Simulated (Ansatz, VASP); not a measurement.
Ca: VASP beside Ansatz

File INCAR:

```
SYSTEM = Ca
PREC = Accurate
ENCUT = 500
EDIFF = 1E-6
ISMEAR = 1
SIGMA = 0.1
LREAL = .FALSE.
LASPH = .TRUE.
NELM = 120
ALGO = Normal
ISIF = 2
LWAVE = .FALSE.
LCHARG = .FALSE.
GGA = PS
NBANDS = 11
GGA_COMPAT = .FALSE.
```

File KPOINTS:

```
Automatic mesh
0
G
  6 6 6
  0 0 0
```

The input POSCAR:

```
Ca
1.0
   -2.2052049036      2.2052049036      2.1961148100
    2.2052049036     -2.2052049036      2.1961148100
    2.2052049036      2.2052049036     -2.1961148100
Ca
1
Direct
    0.5000000000      0.5000000000      0.0000000000
```

Input for Ansatz:

```yaml
crystal:
  lattice:
    - [-2.2052049036, 2.2052049036, 2.19611481]
    - [2.2052049036, -2.2052049036, 2.19611481]
    - [2.2052049036, 2.2052049036, -2.19611481]
  atoms:
    - { symbol: Ca, position: [0.5, 0.5, 0.0] }
basis:
  ecutwfc: 420
kpoints:
  mp_grid: { grid: [6, 6, 6] }
hamiltonian:
  xc: pbesol
scf:
  occupations: { method: cold }
output:
  forces: true
  stress: true
  eigenvalues: true
```

Alike in both runs: task single point; functional PBEsol; k mesh 6 × 6 × 6; no spin polarisation.

|  | VASP | Ansatz |
| --- | --- | --- |
| version | VASP 6.6.1 | Ansatz 0.2.0 |
| potentials or method | VASP PAW PBE potentials, release 64 (Ca_sv), cutoff 500 eV | scalar-relativistic, plane waves, PAW |
| occupations | methfessel-paxton of order 1, width 0.1 eV | cold |
| valence electrons in the cell | 10 | 10 |

|  | VASP | Ansatz | Ansatz less VASP |
| --- | --- | --- | --- |
| gap on the k mesh at the Fermi level (eV) | none | none | - |
| pressure (GPa) | -0.8 | -0.8 | -0.01 |

VASP's potentials were made for PBE, not for PBEsol. A gap of «none» marks a metal or a gap that the smearing closes.
